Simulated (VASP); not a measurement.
# Hf2BeCl (P-6m2) in VASP: further runs, part 2 of 2

VASP 6.6.1. The steps go on from the part before.

### Step 4. Relaxation of cell and atoms, PBE

This run uses another cell than the first one, of 18.47 Å³/atom, 1.042 times its volume.

File INCAR:

```
ALGO     = Normal         # electronic algorithm
EDIFF    = 1E-7           # SCF threshold, eV
EDIFFG   = -0.04          # ionic threshold
ENCUT    = 600            # plane-wave cutoff, eV
GGA      = PE             # functional
IBRION   = 2              # ionic algorithm
ISIF     = 3              # what is computed and relaxed
ISMEAR   = 0              # smearing method
LASPH    = True           # aspherical terms in the spheres
LCHARG   = False          # write CHGCAR
LREAL    = False          # projectors in reciprocal space
LWAVE    = False          # write WAVECAR
NELM     = 60             # most SCF steps
NSW      = 90             # ionic steps
PREC     = Accurate       # precision mode
SIGMA    = 0.1            # smearing width, eV
```

File KPOINTS:

```
k-points
0
Gamma
  6 6 4
```

File POSCAR:

```
Hf2BeCl
1.0
    3.4580000000      0.0000000000      0.0000000000
   -1.7290000000      2.9947158500      0.0000000000
    0.0000000000      0.0000000000      7.1349131300
Hf Be Cl
2 1 1
Direct
    0.0000000000      0.0000000000      0.7665624600
    0.0000000000      0.0000000000      0.2334375400
    0.3333333300      0.6666666700      0.5000000000
    0.3333333300      0.6666666700      0.0000000000
```

Potentials or basis: VASP PAW PBE potentials, release 64 (Hf_pv, Be, Cl).

The run is started by

```console
$ cat potpaw_PBE.64/Hf_pv/POTCAR potpaw_PBE.64/Be/POTCAR potpaw_PBE.64/Cl/POTCAR > POTCAR
$ mpirun -np 1 vasp_std > vasp.out
```

OUTCAR:

```text
EDIFF = 1E-7
   EDIFFG = -0.04
   ENCUT = 600
   GGA = PE
   IBRION = 2
   ISIF = 3
   ISMEAR = 0
   LASPH = True
   LREAL = False
   NELM = 60
   NSW = 90
   PREC = Accurate

 ion  position               nearest neighbor table
   1  0.000  0.000  0.767-   4 2.60   4 2.60   4 2.60   3 2.76   3 2.76   3 2.76   2 3.33   2 3.80

   2  0.000  0.000  0.233-   4 2.60   4 2.60   4 2.60   3 2.76   3 2.76   3 2.76   1 3.33   1 3.80

   3  0.333  0.667  0.500-   1 2.76   2 2.76   1 2.76   2 2.76   1 2.76   2 2.76
   4  0.333  0.667  0.000-   1 2.60   2 2.60   1 2.60   2 2.60   1 2.60   2 2.60

  LATTYP: Found a hexagonal cell.
 ALAT       =     3.4580000000
 C/A-ratio  =     2.0633062840

  Lattice vectors:

 A1 = (   3.4580000000,   0.0000000000,   0.0000000000)
 A2 = (  -1.7290000000,   2.9947158500,   0.0000000000)
 A3 = (   0.0000000000,   0.0000000000,   7.1349131300)

Analysis of symmetry for initial positions (statically):
=====================================================================
 Subroutine PRICEL returns:
 Original cell was already a primitive cell.

 Routine SETGRP: Setting up the symmetry group for a
 hexagonal supercell.

 Subroutine GETGRP returns: Found 12 space group operations
 (whereof 12 operations were pure point group operations)
 out of a pool of 24 trial point group operations.

The static configuration has the point symmetry D_3h.

Analysis of symmetry for dynamics (positions and initial velocities):
=====================================================================
 Subroutine PRICEL returns:
 Original cell was already a primitive cell.

 Routine SETGRP: Setting up the symmetry group for a
 hexagonal supercell.

 Subroutine GETGRP returns: Found 12 space group operations
 (whereof 12 operations were pure point group operations)
 out of a pool of 24 trial point group operations.

The dynamic configuration has the point symmetry D_3h.

 Subroutine INISYM returns: Found 12 space group operations
 (whereof 12 operations are pure point group operations),
 and found     1 'primitive' translations

[... 107 lines left out ...]
   EMIN   =  10.00;   EMAX   =-10.00  energy-range for DOS
   EFERMI =   0.00;   METHOD = LEGACY
   ISMEAR =     0;   SIGMA  =   0.10  broadening in eV -4-tet -1-fermi 0-gaus
   EFERMI_NEDOS =   21; number of points for ismear=-14 and -15
   IALGO  =     38    algorithm
   IMIX   =      4    mixing-type and parameters
     AMIX     =   0.40;   BMIX     =  1.00
     AMIX_MAG =   1.60;   BMIX_MAG =  1.00
  volume/ion in A,a.u.               =      18.47       124.65
  Fermi-wavevector in a.u.,A,eV,Ry     =   1.198628  2.265078 19.547612  1.436709
  Thomas-Fermi vector in A             =   2.334512
   LORBIT       =      0    0 simple, 1 ext, 2 COOP (PROOUT), +10 PAW based schemes
   GGA     = PE    functional components
   LHFCALC =     F    Hartree Fock is set to
   AEXX    =    0.0000 exact exchange contribution
   IVDW    =     0    specifies the selected vdW correction
   LEPSILON=     F    determine dielectric tensor
   LRPA    =     F    only Hartree local field effects (RPA)
 conjugate gradient relaxation of ions
 non-spin polarized calculation
 Gauss-broadening in eV      SIGMA  =   0.10
  energy-cutoff  :      600.00
  volume of cell :       73.89
 maximum number of plane-waves:      2492
 NGX is ok and might be reduce to    28
   NGX = 13   NGY = 13   NGZ = 29

--------------------------------------- Ionic step        1  -------------------------------------------

 number of electron      28.9999997 magnetization

 Free energy of the ion-electron system (eV)
  ---------------------------------------------------
  ext. energy  EPLUGINS =         0.00000000
  ---------------------------------------------------
  free energy    TOTEN  =       -25.23426260 eV

  energy without entropy =      -25.21405124  energy(sigma->0) =      -25.22415692

------------------------ aborting loop because EDIFF is reached ----------------------------------------

  FORCE on cell =-STRESS in cart. coord.  units (eV):
  Direction    XX          YY          ZZ          XY          YZ          ZX
  --------------------------------------------------------------------------------------
  -------------------------------------------------------------------------------------
  Total       -3.7565642     -3.7565642      1.2588502      0.0000000      0.0000000      0.0000000
  in kB      -81.4576909    -81.4576911     27.2970256      0.0000000      0.0000000      0.0000000
  external PRESSURE =     -45.2061188 kB  Pullay stress =       0.0000000 kB
[... 291 lines left out ...]
--------------------------------------- Ionic step        9  -------------------------------------------

 number of electron      28.9999995 magnetization

 Free energy of the ion-electron system (eV)
  ---------------------------------------------------
  ext. energy  EPLUGINS =         0.00000000
  ---------------------------------------------------
  free energy    TOTEN  =       -25.91788624 eV

  energy without entropy =      -25.90079078  energy(sigma->0) =      -25.90933851

 E-fermi :   5.8851     XC(G=0): -10.9637

 val. band max:        5.8574797697   @ k =   0.3333   0.1667   0.5000
 cond. band min:       5.9376702833   @ k =   0.3333   0.1667   0.5000
 fundamental gap:      0.0801905136
 Fermi energy:         5.8851346776

 k-point     1 :       0.0000    0.0000    0.0000
  band No.  band energies     occupation
      1     -25.2191      2.00000
      2     -25.1414      2.00000
      3     -24.6449      2.00000
      4     -24.6449      2.00000
      5     -24.6412      2.00000
      6     -24.6412      2.00000
[... 461 lines left out ...]
  FREE ENERGIE OF THE ION-ELECTRON SYSTEM (eV)
  ---------------------------------------------------
  free  energy   TOTEN  =       -25.9178862375 eV

  energy  without entropy=      -25.9007907842  energy(sigma->0) =      -25.90933851

 reached required accuracy - stopping structural energy minimisation
```

OSZICAR:

```text
N       E                     dE             d eps       ncg     rms          rms(c)
DAV:   1     0.133431270357E+03    0.13343E+03   -0.16770E+04   756   0.164E+03
DAV:   2    -0.189224218701E+02   -0.15235E+03   -0.14958E+03   952   0.338E+02
DAV:   3    -0.273473672606E+02   -0.84249E+01   -0.82868E+01  1000   0.596E+01
DAV:   4    -0.275337416186E+02   -0.18637E+00   -0.18529E+00  1008   0.903E+00
[... 93 lines left out ...]
DAV:   4    -0.259178927083E+02    0.21191E-04   -0.44412E-05   994   0.485E-02    0.740E-02
DAV:   5    -0.259178870079E+02    0.57005E-05   -0.26501E-05   934   0.338E-02    0.182E-02
DAV:   6    -0.259178863419E+02    0.66594E-06   -0.17833E-06   940   0.828E-03    0.729E-03
DAV:   7    -0.259178861644E+02    0.17754E-06   -0.15091E-07   666   0.265E-03    0.253E-03
DAV:   8    -0.259178862375E+02   -0.73062E-07   -0.29112E-08   460   0.146E-03
   9 F= -.25917886E+02 E0= -.25909339E+02  d E =-.906094E-03
```

CONTCAR:

```text
Hf2BeCl
   1.00000000000000
     3.2148308714768778   -0.0000000000000000   -0.0000000000000000
    -1.6074154357384389    2.7841252064546484    0.0000000000000000
     0.0000000000000000   -0.0000000000000000    7.8849724672551833
  Hf              Be              Cl
     2     1     1
Direct
     0.0000000000000000    1.0000000000000000    0.7413423104913435
     0.0000000000000000    0.0000000000000000    0.2586576895086566
     0.3333333300000021    0.6666666699999979    0.5000000000000000
     0.3333333300000021    0.6666666699999979    0.0000000000000000

  0.00000000E+00  0.00000000E+00  0.00000000E+00
  0.00000000E+00  0.00000000E+00  0.00000000E+00
  0.00000000E+00  0.00000000E+00  0.00000000E+00
  0.00000000E+00  0.00000000E+00  0.00000000E+00
```

Wall time 2.5 min (1 thread of Intel Xeon Platinum 8375C at 2.90GHz (Ice Lake), shared host); peak memory 0.24 GiB.

What came out:

* Free energy: -25.9179 eV
* Relaxed volume: 17.64 Å³/atom
* Relaxed cell: a = 3.215 Å, b = 3.215 Å, c = 7.885 Å, α = 90.00°, β = 90.00°, γ = 120.00°
* Space group after relaxing (to 0.05 Å): P-6m2 (No. 187)
* Energy gained by relaxing: 170.9 meV/atom
* Ionic steps: 9
* Pressure after relaxing: 0.0 GPa
* Largest force after relaxing: 0.015 eV/Å

Forces in eV/Å, atoms in the order of the input:
```
Hf   0.000  0.000 -0.015
Hf   0.000  0.000  0.015
Be   0.000  0.000  0.000
Cl   0.000  0.000  0.000
```

Step by step:
| step | energy change (eV) | largest force (eV/Å) | pressure (GPa) | volume (Å³) |
| --- | --- | --- | --- | --- |
| 1 | 0.0000 | 1.2432 | -4.52 | 73.89 |
| 2 | -0.3749 | 0.9937 | 2.58 | 68.37 |
| 3 | -0.4228 | 0.8029 | 7.74 | 65.63 |
| 4 | -0.6096 | 0.2994 | 5.44 | 66.93 |
| 5 | -0.6422 | 0.0838 | 4.55 | 67.75 |
| 6 | -0.6826 | 0.0862 | -0.12 | 70.58 |
| 7 | -0.6827 | 0.0781 | 0.09 | 70.44 |
| 8 | -0.6831 | 0.0623 | 0.07 | 70.47 |
| 9 | -0.6836 | 0.0154 | -0.01 | 70.57 |

Final structure:
```yaml
crystal:
  lattice:
    - [3.21483, 0.00000, 0.00000]
    - [-1.60742, 2.78413, 0.00000]
    - [0.00000, 0.00000, 7.88497]
  atoms:
    - { symbol: Hf, position: [0.00000, 0.00000, 0.74134] }
    - { symbol: Hf, position: [0.00000, 0.00000, 0.25866] }
    - { symbol: Be, position: [0.33333, 0.66667, 0.50000] }
    - { symbol: Cl, position: [0.33333, 0.66667, 0.00000] }
```

Caveat: spin-orbit coupling is left out, which moves the levels of the heavy elements; an odd number of electrons without spin polarisation forces a metal; a magnetic or distorted state may lie lower.

### Step 5. Summary

```csv
task,cell,cutoff (eV),gap on the mesh (eV),pressure (GPa),largest force (eV/Å)
single point,"a = 3.231, b = 3.231, c = 7.845 Å, angles 90.0, 90.0, 120.0°, 4 atoms",520,none,-0.5,0.01
single point,"a = 3.458, b = 3.458, c = 7.135 Å, angles 90.0, 90.0, 120.0°, 4 atoms",520,none,-4.5,1.24
relaxation of cell and atoms,"relaxed from a = 3.458, b = 3.458, c = 7.135 Å, angles 90.0, 90.0, 120.0°, 4 atoms",600,none,0.0,0.02
```

Alike in all rows: level PBE; potentials or basis VASP PAW PBE potentials, release 64 (Hf_pv, Be, Cl); no spin polarisation; k mesh 6 × 6 × 4; smearing gaussian 0.1 eV.

Caveats: some runs use coarse meshes; spin-orbit coupling is left out, which moves the levels of the heavy elements; an odd number of electrons without spin polarisation forces a metal; a magnetic or distorted state may lie lower.

Total energies depend on the potentials used, so only differences within one code and one set of settings carry meaning.
